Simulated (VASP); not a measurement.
# AlN (P6_3mc) in VASP: a series of runs

AlN is run at these levels: PBE; tasks: relaxation of shape and atoms at fixed volume, single point.

Everything below comes from runs of VASP 6.6.1. Logs are shortened: lines on timing, memory, paths and dates and some standing lists are left out, and cuts for length are marked.

**Measured values to compare with.**

“Structural and optical properties of self-assembled AlN nanowires grown on SiO2/Si substrates by molecular beam epitaxy”, 2024, arxiv:2402.00216 quotes, for a bulk crystal of AlN at 0 K: band gap 6.0343 eV (an exciton energy, a little under the gap).

The results are compared with them further down.

## Step 1: The cell of the first run

Symmetry: P6_3mc, No. 186, hexagonal system. Conventional cell: a = 3.068 Å, b = 3.068 Å, c = 4.911 Å, α = 90.00°, β = 90.00°, γ = 120.00°. Within 2.5 Å of Al (site symmetry 3m) lie 4 N at 1.86 to 1.88 Å. Within 2.5 Å of N (site symmetry 3m) lie 4 Al at 1.86 to 1.88 Å.

## Step 2: Relaxation of shape and atoms at fixed volume, PBE (volume scaled by 0.94)

File INCAR:

```
SYSTEM = AlN
PREC = Accurate ; ENCUT = 600
EDIFF = 1E-6 ; ISMEAR = 0
SIGMA = 0.02 ; LREAL = .False.
LASPH = .True. ; NELM = 80
ALGO = Normal ; ISIF = 4
LWAVE = .False. ; LCHARG = .False.
GGA = PE ; IBRION = 2
NSW = 50 ; EDIFFG = -0.01
```

File KPOINTS:

```
Automatic mesh
0
Gamma
  9 9 6
  0 0 0
```

File POSCAR:

```
AlN
1.0
    3.0677529416      0.0000000000      0.0000000000
   -1.5338764708      2.6567519799      0.0000000000
    0.0000000000      0.0000000000      4.9110136527
Al N
2 2
Direct
    0.3333333333      0.6666666667     -0.0009244750
    0.6666666667      0.3333333333      0.4990755250
    0.3333333333      0.6666666667      0.3809244750
    0.6666666667      0.3333333333      0.8809244750
```

Potentials or basis: VASP PAW PBE potentials, release 64 (Al, N).

Started as:

```bash
$ cat potpaw_PBE.64/Al/POTCAR potpaw_PBE.64/N/POTCAR > POTCAR
$ mpirun -np 1 vasp_std > vasp.out
```

OUTCAR:

```text
SYSTEM = AlN
   PREC = Accurate
   ENCUT = 600
   EDIFF = 1E-6
   ISMEAR = 0
   LREAL = .False.
   LASPH = .True.
   NELM = 80
   ISIF = 4
   GGA = PE
   IBRION = 2
   NSW = 50
   EDIFFG = -0.01

 ion  position               nearest neighbor table
   1  0.333  0.667  0.999-   4 1.86   4 1.86   4 1.86   3 1.88   2 3.03   2 3.03   2 3.03   2 3.03
                             2 3.03   2 3.03
   2  0.667  0.333  0.499-   3 1.86   3 1.86   3 1.86   4 1.88   1 3.03   1 3.03   1 3.03   1 3.03
                             1 3.03   1 3.03
   3  0.333  0.667  0.381-   2 1.86   2 1.86   2 1.86   1 1.88
   4  0.667  0.333  0.881-   1 1.86   1 1.86   1 1.86   2 1.88

  LATTYP: Found a hexagonal cell.
 ALAT       =     3.0677529416
 C/A-ratio  =     1.6008504421

  Lattice vectors:

 A1 = (   3.0677529416,   0.0000000000,   0.0000000000)
 A2 = (  -1.5338764708,   2.6567519799,   0.0000000000)
 A3 = (   0.0000000000,   0.0000000000,   4.9110136527)

Analysis of symmetry for initial positions (statically):
=====================================================================
 Subroutine PRICEL returns:
 Original cell was already a primitive cell.

 Routine SETGRP: Setting up the symmetry group for a
 hexagonal supercell.

 Subroutine GETGRP returns: Found 12 space group operations
 (whereof  6 operations were pure point group operations)
 out of a pool of 24 trial point group operations.

The static configuration has the point symmetry C_3v.
 The point group associated with its full space group is C_6v.

Analysis of symmetry for dynamics (positions and initial velocities):
=====================================================================
 Subroutine PRICEL returns:
 Original cell was already a primitive cell.

 Routine SETGRP: Setting up the symmetry group for a
 hexagonal supercell.

 Subroutine GETGRP returns: Found 12 space group operations
 (whereof  6 operations were pure point group operations)
 out of a pool of 24 trial point group operations.

The dynamic configuration has the point symmetry C_3v.
 The point group associated with its full space group is C_6v.

 Subroutine INISYM returns: Found 12 space group operations
 (whereof  6 operations are pure point group operations),
 and found     1 'primitive' translations

----------------------------------------------------------------------------------------

                                     Primitive cell

  volume of cell :      40.0260

  direct lattice vectors                    reciprocal lattice vectors
     3.067752942  0.000000000  0.000000000     0.325971491  0.188199728  0.000000000
    -1.533876471  2.656751980  0.000000000     0.000000000  0.376399456  0.000000000
     0.000000000  0.000000000  4.911013653     0.000000000  0.000000000  0.203623950

  length of vectors
     3.067752942  3.067752942  4.911013653     0.376399456  0.376399456  0.203623950

  position of ions in fractional coordinates (direct lattice)
     0.333333333  0.666666667  0.999075525
     0.666666667  0.333333333  0.499075525
     0.333333333  0.666666667  0.380924475
     0.666666667  0.333333333  0.880924475

  ion indices of the primitive-cell ions
   primitive index   ion index
                 1           1
                 2           2
                 3           3
                 4           4

----------------------------------------------------------------------------------------

 KPOINTS: Automatic mesh

Automatic generation of k-mesh.
 Grid dimensions read from file:
 generate k-points for:    9    9    6

 Generating k-lattice:

  Cartesian coordinates                     Fractional coordinates (reciprocal lattice)
     0.036219055  0.020911081  0.000000000     0.111111111  0.000000000  0.000000000
     0.000000000  0.041822162  0.000000000     0.000000000  0.111111111  0.000000000
     0.000000000  0.000000000  0.033937325     0.000000000  0.000000000  0.166666667

  Length of vectors
     0.041822162  0.041822162  0.033937325

  Shift w.r.t. Gamma in fractional coordinates (k-lattice)
     0.000000000  0.000000000  0.000000000

 Subroutine IBZKPT returns following result:
 ===========================================

 Found     48 irreducible k-points:

 Following reciprocal coordinates:
            Coordinates               Weight
  0.000000  0.000000  0.000000      1.000000
  0.111111  0.000000  0.000000      6.000000
  0.222222  0.000000  0.000000      6.000000
  0.333333 -0.000000  0.000000      6.000000
  0.444444  0.000000  0.000000      6.000000
  0.111111  0.111111  0.000000      6.000000
[... 16 lines left out ...]
  0.333333  0.222222  0.166667     24.000000
  0.333333  0.333333  0.166667      4.000000
 [... further k-points ...]
   k-points           NKPTS =     48   k-points in BZ     NKDIM =     48   number of bands    NBANDS=     12
   number of dos      NEDOS =    301   number of ions     NIONS =      4
   total plane-waves  NPLWV =  31360
   dimension x,y,z NGX =    28 NGY =   28 NGZ =   40
   dimension x,y,z NGXF=    56 NGYF=   56 NGZF=   80
   ions per type =               2   2
   NGX,Y,Z   is equivalent  to a cutoff of  15.17, 15.17, 13.54 a.u.
   NGXF,Y,Z  is equivalent  to a cutoff of  30.35, 30.35, 27.08 a.u.
 SYSTEM =  AlN
   PREC   = accura    normal or accurate (medium, high low for compatibility)
   ISTART =      0    job   : 0-new  1-cont  2-samecut
   ICHARG =      2    charge: 1-file 2-atom 10-const
   ISPIN  =      1    spin polarized calculation?
   LNONCOLLINEAR =      F non collinear calculations
   LSORBIT =      F    spin-orbit coupling
   LASPH  =      T    aspherical Exc in radial PAW
   ENCUT  =  600.0 eV  44.10 Ry    6.64 a.u.   6.13  6.13  9.81*2*pi/ulx,y,z
   NELM   =     80;   NELMIN=  2; NELMDL= -5     # of ELM steps
   EDIFF  = 0.1E-05   stopping-criterion for ELM
   LREAL  =      F    real-space projection
   EDIFFG = -.1E-01   stopping-criterion for IOM
   NSW    =     50    number of steps for IOM
   IBRION =      2    ionic relax: 0-MD 1-quasi-New 2-CG
   NFREE  =      1    steps in history (QN), initial steepest desc. (CG)
   ISIF   =      4    stress and relaxation
   ISYM   =      2    0-nonsym 1-usesym 2-fastsym
   POTIM  = 0.5000    time-step for ionic-motion
   TEBEG  =    0.0;   TEEND  =   0.0 temperature during run
   PSTRESS=    0.0 pullay stress
   NELECT =      16.0000    total number of electrons
   NUPDOWN=      -1.0000    fix difference up-down
   EMIN   =  10.00;   EMAX   =-10.00  energy-range for DOS
   EFERMI =   0.00;   METHOD = LEGACY
   ISMEAR =     0;   SIGMA  =   0.02  broadening in eV -4-tet -1-fermi 0-gaus
   EFERMI_NEDOS =   21; number of points for ismear=-14 and -15
   IALGO  =     38    algorithm
   IMIX   =      4    mixing-type and parameters
     AMIX     =   0.40;   BMIX     =  1.00
     AMIX_MAG =   1.60;   BMIX_MAG =  1.00
  volume/ion in A,a.u.               =      10.01        67.53
  Fermi-wavevector in a.u.,A,eV,Ry     =   1.205963  2.278940 19.787589  1.454347
  Thomas-Fermi vector in A             =   2.341644
   LORBIT       =      0    0 simple, 1 ext, 2 COOP (PROOUT), +10 PAW based schemes
   GGA     = PE    functional components
   LHFCALC =     F    Hartree Fock is set to
   AEXX    =    0.0000 exact exchange contribution
   IVDW    =     0    specifies the selected vdW correction
   LEPSILON=     F    determine dielectric tensor
   LRPA    =     F    only Hartree local field effects (RPA)
 conjugate gradient relaxation of ions
 non-spin polarized calculation
 Gauss-broadening in eV      SIGMA  =   0.02
  energy-cutoff  :      600.00
  volume of cell :       40.03
 maximum number of plane-waves:      1362
 NGX is ok and might be reduce to    28
   NGX = 13   NGY = 13   NGZ = 19

--------------------------------------- Ionic step        1  -------------------------------------------

 number of electron      16.0000000 magnetization

 Free energy of the ion-electron system (eV)
  ---------------------------------------------------
  ext. energy  EPLUGINS =         0.00000000
  ---------------------------------------------------
  free energy    TOTEN  =       -29.68410397 eV

  energy without entropy =      -29.68410397  energy(sigma->0) =      -29.68410397

------------------------ aborting loop because EDIFF is reached ----------------------------------------

  FORCE on cell =-STRESS in cart. coord.  units (eV):
  Direction    XX          YY          ZZ          XY          YZ          ZX
  --------------------------------------------------------------------------------------
  -------------------------------------------------------------------------------------
  Total        3.3239496      3.3239496      3.2011816      0.0000000     -0.0000000     -0.0000000
  in kB      133.0523292    133.0523292    128.1381230      0.0000000     -0.0000000     -0.0000000
  external PRESSURE =     131.4142604 kB  Pullay stress =       0.0000000 kB
[... 61 lines left out ...]
  energy  without entropy=      -29.6842661809  energy(sigma->0) =      -29.68426618

--------------------------------------- Ionic step        3  -------------------------------------------

 number of electron      16.0000001 magnetization

 Free energy of the ion-electron system (eV)
  ---------------------------------------------------
  ext. energy  EPLUGINS =         0.00000000
  ---------------------------------------------------
  free energy    TOTEN  =       -29.68431902 eV

  energy without entropy =      -29.68431902  energy(sigma->0) =      -29.68431902

 E-fermi :   6.6801     XC(G=0): -11.0975

 val. band max:        6.5991627902   @ k =   0.0000   0.0000   0.0000
 cond. band min:      11.1634330461   @ k =   0.0000   0.0000   0.0000
 fundamental gap:      4.5642702559
 Fermi energy:         6.6800665889

 k-point     1 :       0.0000    0.0000    0.0000
  band No.  band energies     occupation
      1      -8.8789      2.00000
      2      -6.5839      2.00000
      3       0.3961      2.00000
      4       5.6665      2.00000
      5       5.6665      2.00000
      6       6.3356      2.00000
      7       6.3356      2.00000
      8       6.5992      2.00000
      9      11.1634      0.00000
     10      13.5805      0.00000
     11      17.5639      0.00000
     12      18.0014      0.00000
[... 331 lines left out ...]
 k-point    24 :       0.3333    0.3333    0.1667
  band No.  band energies     occupation
      1      -6.2165      2.00000
      2      -6.2165      2.00000
      3       1.6743      2.00000
      4       2.3098      2.00000
      5       2.3098      2.00000
      6       3.7759      2.00000
      7       4.6636      2.00000
      8       4.6636      2.00000
      9      12.0890      0.00000
     10      15.0544      0.00000
     11      15.9651      0.00000
     12      15.9651      0.00000

 [... further k-points ...]

------------------------ aborting loop because EDIFF is reached ----------------------------------------

  FORCE on cell =-STRESS in cart. coord.  units (eV):
  Direction    XX          YY          ZZ          XY          YZ          ZX
  --------------------------------------------------------------------------------------
  -------------------------------------------------------------------------------------
  Total        3.2592140      3.2592140      3.2800755     -0.0000000      0.0000000      0.0000000
  in kB      130.4610677    130.4610677    131.2961165     -0.0000000      0.0000000      0.0000000
  external PRESSURE =     130.7394173 kB  Pullay stress =       0.0000000 kB
[... 19 lines left out ...]
  FREE ENERGIE OF THE ION-ELECTRON SYSTEM (eV)
  ---------------------------------------------------
  free  energy   TOTEN  =       -29.6843190179 eV

  energy  without entropy=      -29.6843190179  energy(sigma->0) =      -29.68431902

 reached required accuracy - stopping structural energy minimisation
```

Run time: 73 s. Hardware: 1 thread of AMD EPYC 7R43 (Zen 3), shared host; peak memory 0.15 GiB.

Results:

- Free energy: -29.6843 eV
- Energy gained by relaxing: 0.1 meV/atom
- Ionic steps: 3
- Pressure after relaxing: 13.1 GPa
- Largest force after relaxing: 0.005 eV/Å
- Band gap on the k mesh: 4.56 eV, direct

Forces in eV/Å, atoms in the order of the input:
```
Al   0.000  0.000 -0.005
Al   0.000  0.000 -0.005
N    0.000  0.000  0.005
N    0.000  0.000  0.005
```

Step by step:
```
step  energy change (eV)  largest force (eV/Å)  pressure (GPa)  volume (Å³)
   1              0.0000                0.0223           13.14        40.03
   2             -0.0002                0.0135           13.10        40.03
   3             -0.0002                0.0051           13.07        40.03
```

Final structure:
```
Al N
1.0
     3.07075    0.00000    0.00000
    -1.53537    2.65935    0.00000
     0.00000    0.00000    4.90144
Al N
2 2
Direct
  0.33333 0.66667 0.99864
  0.66667 0.33333 0.49864
  0.33333 0.66667 0.38136
  0.66667 0.33333 0.88136
```

Levels at points of the mesh, in eV from the valence-band top:
```tsv
k point	band 4	band 5	band 6	band 7	band 8	band 9	band 10	band 11	band 12
(0.00, 0.00, 0.00)	-0.93	-0.93	-0.26	-0.26	0.00	4.56	6.98	10.96	11.40
(0.00, 0.00, 0.50)	-3.41	-0.61	-0.61	-0.61	-0.61	6.81	6.81	10.66	10.66
```

Caveat: the cell differs from its parent crystal (volume scaled by 0.94). A k mesh can miss the band edges.

## Step 3: Relaxation of shape and atoms at fixed volume, PBE (volume scaled by 0.97)

File INCAR:

```
PREC = Accurate
ENCUT = 600
EDIFF = 1E-6
ISMEAR = 0
SIGMA = 0.02
LREAL = F
LASPH = T
NELM = 80
ALGO = Normal
ISIF = 4
LWAVE = F
LCHARG = F
GGA = PE
IBRION = 2
NSW = 50
EDIFFG = -0.01
```

File KPOINTS:

```
regular mesh
0
Gamma
  9 9 6
```

File POSCAR:

```
AlN
1.0
    3.0986247638      0.0000000000      0.0000000000
   -1.5493123819      2.6834877622      0.0000000000
    0.0000000000      0.0000000000      4.9672704891
Al N
2 2
Direct
    0.3333333333      0.6666666667     -0.0007713538
    0.6666666667      0.3333333333      0.4992286462
    0.3333333333      0.6666666667      0.3807713538
    0.6666666667      0.3333333333      0.8807713538
```

Potentials or basis: VASP PAW PBE potentials, release 64 (Al, N).

Started as:

```bash
$ cat potpaw_PBE.64/Al/POTCAR potpaw_PBE.64/N/POTCAR > POTCAR
$ mpirun -np 1 vasp_std > vasp.out
```

OUTCAR:

```text
PREC = Accurate
   ENCUT = 600
   EDIFF = 1E-6
   ISMEAR = 0
   LREAL = F
   LASPH = T
   NELM = 80
   ISIF = 4
   GGA = PE
   IBRION = 2
   NSW = 50
   EDIFFG = -0.01

 ion  position               nearest neighbor table
   1  0.333  0.667  0.999-   4 1.88   4 1.88   4 1.88   3 1.90   2 3.06   2 3.06   2 3.06   2 3.06
                             2 3.06   2 3.06
   2  0.667  0.333  0.499-   3 1.88   3 1.88   3 1.88   4 1.90   1 3.06   1 3.06   1 3.06   1 3.06
                             1 3.06   1 3.06
   3  0.333  0.667  0.381-   2 1.88   2 1.88   2 1.88   1 1.90
   4  0.667  0.333  0.881-   1 1.88   1 1.88   1 1.88   2 1.90

  LATTYP: Found a hexagonal cell.
 ALAT       =     3.0986247638
 C/A-ratio  =     1.6030564743

  Lattice vectors:

 A1 = (   3.0986247638,   0.0000000000,   0.0000000000)
[... 359 lines left out ...]
      4       5.3866      2.00000
      5       5.3866      2.00000
      6       6.0414      2.00000
      7       6.0414      2.00000
      8       6.2703      2.00000
      9      10.5697      0.00000
     10      13.0149      0.00000
     11      16.9744      0.00000
     12      17.4876      0.00000
[... 331 lines left out ...]
 k-point    24 :       0.3333    0.3333    0.1667
  band No.  band energies     occupation
      1      -6.4459      2.00000
      2      -6.4459      2.00000
      3       1.5083      2.00000
      4       2.0646      2.00000
      5       2.0646      2.00000
      6       3.5414      2.00000
      7       4.3790      2.00000
      8       4.3790      2.00000
      9      11.7337      0.00000
     10      14.6094      0.00000
     11      15.4514      0.00000
     12      15.4514      0.00000

 [... further k-points ...]

------------------------ aborting loop because EDIFF is reached ----------------------------------------

  FORCE on cell =-STRESS in cart. coord.  units (eV):
  Direction    XX          YY          ZZ          XY          YZ          ZX
  --------------------------------------------------------------------------------------
  -------------------------------------------------------------------------------------
  Total        1.5071554      1.5071554      1.5051575      0.0000000      0.0000000      0.0000000
  in kB       58.4631486     58.4631486     58.3856482      0.0000000      0.0000000      0.0000000
  external PRESSURE =      58.4373152 kB  Pullay stress =       0.0000000 kB
[... 19 lines left out ...]
  FREE ENERGIE OF THE ION-ELECTRON SYSTEM (eV)
  ---------------------------------------------------
  free  energy   TOTEN  =       -29.7607409657 eV

  energy  without entropy=      -29.7607409657  energy(sigma->0) =      -29.76074097

 reached required accuracy - stopping structural energy minimisation
```

OSZICAR:

```text
N       E                     dE             d eps       ncg     rms          rms(c)
DAV:   1     0.575107186355E+02    0.57511E+02   -0.83639E+03  1152   0.134E+03
DAV:   2    -0.301081245389E+02   -0.87619E+02   -0.80570E+02  1708   0.248E+02
DAV:   3    -0.345155865500E+02   -0.44075E+01   -0.43852E+01  1504   0.590E+01
[... 27 lines left out ...]
DAV:   4    -0.297607328329E+02    0.19508E-06   -0.26378E-06   928   0.143E-02
   4 F= -.29760733E+02 E0= -.29760733E+02  d E =-.176730E-05
       N       E                     dE             d eps       ncg     rms          rms(c)
DAV:   1    -0.297607402576E+02   -0.72297E-05   -0.14575E-03  1152   0.352E-01    0.566E-03
DAV:   2    -0.297607415455E+02   -0.12878E-05   -0.21991E-05  1328   0.418E-02    0.413E-03
DAV:   3    -0.297607409657E+02    0.57974E-06   -0.58117E-07   648   0.946E-03
   5 F= -.29760741E+02 E0= -.29760741E+02  d E =-.990017E-05
```

CONTCAR:

```text
AlN
   1.00000000000000
     3.1004449611055938   -0.0000000000000000   -0.0000000000000000
    -1.5502224805527969    2.6850640993024260    0.0000000000000000
     0.0000000000000000    0.0000000000000000    4.9614398690030246
  Al              N
     2     2
Direct
     0.3333333332999970    0.6666666667000030    0.9989746383717508
     0.6666666667000030    0.3333333332999970    0.4989746383717508
     0.3333333332999970    0.6666666667000030    0.3810253616282518
     0.6666666667000030    0.3333333332999970    0.8810253616282517

  0.00000000E+00  0.00000000E+00  0.00000000E+00
  0.00000000E+00  0.00000000E+00  0.00000000E+00
  0.00000000E+00  0.00000000E+00  0.00000000E+00
  0.00000000E+00  0.00000000E+00  0.00000000E+00
```

It took 80 s on 1 thread of AMD EPYC 7R43 (Zen 3), shared host; peak memory 0.15 GiB.

Results:

```yaml
Free_energy: -29.7607 eV
Energy_gained_by_relaxing: 0.0 meV/atom
Ionic_steps: 5
Pressure_after_relaxing: 5.8 GPa
Band_gap_on_the_k_mesh: 4.30 eV, direct
```

Final structure:
```cif
data_structure
_symmetry_space_group_name_H-M 'P 1'
_symmetry_Int_Tables_number 1
_cell_length_a 3.1004
_cell_length_b 3.1004
_cell_length_c 4.9614
_cell_angle_alpha 90.000
_cell_angle_beta 90.000
_cell_angle_gamma 120.000
_cell_volume 41.30
loop_
_atom_site_label
_atom_site_type_symbol
_atom_site_fract_x
_atom_site_fract_y
_atom_site_fract_z
_atom_site_occupancy
Al1 Al 0.33333 0.66667 0.99897 1
Al2 Al 0.66667 0.33333 0.49897 1
N1 N 0.33333 0.66667 0.38103 1
N2 N 0.66667 0.33333 0.88103 1
```

Caveat: the cell differs from its parent crystal (volume scaled by 0.97). A k mesh can miss the band edges.

(Continued in part 2 of 2.)
